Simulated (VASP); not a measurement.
A run of VASP 6.6.1 is set up as follows.

Contents of INCAR:

```
SYSTEM = Cu12O
PREC     = Accurate       ! precision mode
ENCUT    = 520            ! plane-wave cutoff, eV
EDIFF    = 1E-6           ! SCF threshold, eV
ISMEAR   = 0              ! smearing method
SIGMA    = 0.1            ! smearing width, eV
LREAL    = .FALSE.        ! projectors in reciprocal space
LASPH    = .TRUE.         ! aspherical terms in the spheres
NELM     = 60             ! most SCF steps
ALGO     = Normal         ! electronic algorithm
ISIF     = 2              ! what is computed and relaxed
LWAVE    = .FALSE.        ! write WAVECAR
LCHARG   = .FALSE.        ! write CHGCAR
LDIPOL   = .TRUE.       
IDIPOL   = 3            
DIPOL    = 0.5 0.5 0.324
GGA      = PE             ! functional
NBANDS   = 81             ! bands
```

File KPOINTS:

```
Automatic mesh
0
G
  6 6 1
  0 0 0
```

POSCAR

```
Cu12O
1.0
    5.1332392722      0.0000000000      0.0000000000
   -2.5666196361      4.4455156134      0.0000000000
    0.0000000000      0.0000000000     19.6236279128
Cu O
12 1
Direct
    0.3333333333      0.1666666667      0.2038359073
    0.3333333333      0.6666666667      0.2038359073
    0.8333333333      0.1666666667      0.2038359073
    0.8333333333      0.6666666667      0.2038359073
    0.1666666667      0.3333333333      0.3089002473
    0.1666666667      0.8333333333      0.3089002473
    0.6666666667      0.3333333333      0.3089002473
    0.6666666667      0.8333333333      0.3089002473
    0.0000000000      0.0000000000      0.4139717665
    0.0000000000      0.5000000000      0.4139717665
    0.5000000000      0.0000000000      0.4139717665
    0.5000000000      0.5000000000      0.4139717665
    0.0000000000      0.0000000000      0.5014647063
```

Potentials or basis: VASP PAW PBE potentials, release 64 (Cu, O).

Launch:

```bash
$ cat potpaw_PBE.64/Cu/POTCAR potpaw_PBE.64/O/POTCAR > POTCAR
$ mpirun -np 1 vasp_std > vasp.out
```

Problem. Predict the largest force.

Solution. 0.387 eV/Å.

Problem. Predict the band gap on the k mesh.

Solution. Zero (bands 69 and 70 overlap by 0.65 eV).

Forces on the atoms (eV/Å):
```
Cu  -0.004 -0.002 -0.089
Cu   0.000  0.000 -0.093
Cu   0.004 -0.002 -0.089
Cu   0.000  0.004 -0.089
Cu   0.000 -0.003  0.034
Cu  -0.003  0.001  0.034
Cu   0.000  0.000  0.064
Cu   0.003  0.001  0.034
Cu   0.000  0.000 -0.387
Cu   0.016  0.009  0.135
Cu   0.000 -0.018  0.135
Cu  -0.016  0.009  0.135
O    0.000  0.000  0.173
```

With open d or f shells a metallic result of PBE can be an artefact of self-interaction; +U or a hybrid may open a gap.
